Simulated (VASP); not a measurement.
Write the native input for VASP 6.6.1 that does the following.

```
Task                   : electric field gradients
Functional             : PBEsol
Potentials or basis    : VASP PAW PBE potentials, release 64 (Hg, Te)
Cutoff                 : 520 eV
k mesh                 : 12 × 12 × 12
Occupations            : fermi-dirac, width 0.08 eV
Spin                   : no spin polarisation
Dipole correction      : no
Further INCAR settings : ALGO = Normal; EDIFF = 1e-08; NBANDS = 16
```

The structure of HgTe lies in POSCAR:

```
HgTe
1.0
    0.0000000000      2.8618608166      2.8618608166
    2.8618608166      0.0000000000      2.8618608166
    2.8618608166      2.8618608166      0.0000000000
Hg Te
1 1
Direct
    0.0000000000      0.0000000000      0.0000000000
    0.5000000000      0.5000000000      0.5000000000
```

This cell differs from its parent crystal: volume scaled by 0.94.

The input as run:

INCAR

```
SYSTEM = HgTe
ALGO = Normal
EDIFF = 1E-8
ENCUT = 520
GGA = PS
ISIF = 2
ISMEAR = -1
LASPH = .True.
LCHARG = .False.
LEFG = .True.
LREAL = .False.
LWAVE = .False.
NBANDS = 16
NELM = 100
PREC = Accurate
SIGMA = 0.08
```

KPOINTS

```
k-points
0
Gamma
  12 12 12
  0 0 0
```

Potentials or basis: VASP PAW PBE potentials, release 64 (Hg, Te).

Run with:

```sh
$ cat potpaw_PBE.64/Hg/POTCAR potpaw_PBE.64/Te/POTCAR > POTCAR
$ mpirun -np 1 vasp_std > vasp.out
```

It gave:

The pressure is 12.9 GPa and the band gap on the k mesh is zero (band 9 reaches 7.13 eV, above the bottom of band 10 at 3.56 eV).

Caveat: without QUAD_EFG the Cq values of the log hold for a quadrupole moment of 1 mb, not for the nuclei; the PAW data sets were made with another functional, which shifts forces and pressure a little; spin-orbit coupling is left out, which moves the levels of the heavy elements.

Run time: 21 s on 1 thread of Intel(R) Xeon(R) 6975P-C (Granite Rapids) (shared host), peak memory 0.2 GiB.
